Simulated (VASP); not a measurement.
Write the native input for VASP 6.6.1 that does the following.

- Task: relaxation of cell and atoms
- Functional: PBE
- Potentials or basis: VASP PAW PBE potentials, release 64 (Si, B, W_sv)
- Cutoff: 600 eV
- k mesh: 6 × 6 × 4
- Occupations: gaussian, width 0.1 eV
- Spin: no spin polarisation
- Dipole correction: no
- Further INCAR settings: ALGO = Normal; EDIFF = 1e-07; IBRION = 2; EDIFFG = -0.04; NSW = 90; ISIF = 3

The structure of Si4BW lies in POSCAR:

```
Si4BW
1.0
    3.4310171600      0.0000000000      0.0000000000
    0.0000000000      3.4310171600      0.0000000000
    0.0000000000      0.0000000000      5.9024089600
Si B W
4 1 1
Direct
    0.5000000000      0.5000000000      0.7816317100
    0.5000000000      0.5000000000      0.2183682900
    0.5000000000      0.0000000000      0.5000000000
    0.0000000000      0.5000000000      0.5000000000
    0.5000000000      0.5000000000      0.5000000000
    0.0000000000      0.0000000000      0.0000000000
```

The cell was built from a structure type or drawn by symmetry, and may not be a known phase.

One way to write it, as run:

INCAR

```
SYSTEM = Si4BW
ALGO = Normal
EDIFF = 1E-7
EDIFFG = -0.04
ENCUT = 600
GGA = PE
IBRION = 2
ISIF = 3
ISMEAR = 0
LASPH = .TRUE.
LCHARG = .FALSE.
LREAL = .FALSE.
LWAVE = .FALSE.
NELM = 80
NSW = 90
PREC = Accurate
SIGMA = 0.1
```

KPOINTS

```
k-points
0
G
  6 6 4
  0 0 0
```

Potentials or basis: VASP PAW PBE potentials, release 64 (Si, B, W_sv).

The run is started by

```sh
$ cat potpaw_PBE.64/Si/POTCAR potpaw_PBE.64/B/POTCAR potpaw_PBE.64/W_sv/POTCAR > POTCAR
$ mpirun -np 1 vasp_std > vasp.out
```

It gave:

The relaxed volume is 15.44 Å³/atom and the relaxed cell is a = 3.769 Å, b = 3.769 Å, c = 6.522 Å, α = 90.00°, β = 90.00°, γ = 90.00°. The space group after relaxing (to 0.1 Å) is P4/mmm (No. 123) and the energy gained by relaxing is 890.7 meV/atom. The ionic steps are 10. The pressure after relaxing is 0.0 GPa. The largest force after relaxing is 0.037 eV/Å and the band gap on the k mesh is zero (an odd number of electrons rules out a gap without spin polarisation).

Caveat: the volume moved by over 15 % at a fixed basis, so the end points are rough; spin-orbit coupling is left out, which moves the levels of the heavy elements.

Wall time 8 min on 1 thread of Intel(R) Xeon(R) Platinum 8375C CPU @ 2.90GHz (Ice Lake), on a shared host, peak memory 0.23 GiB.
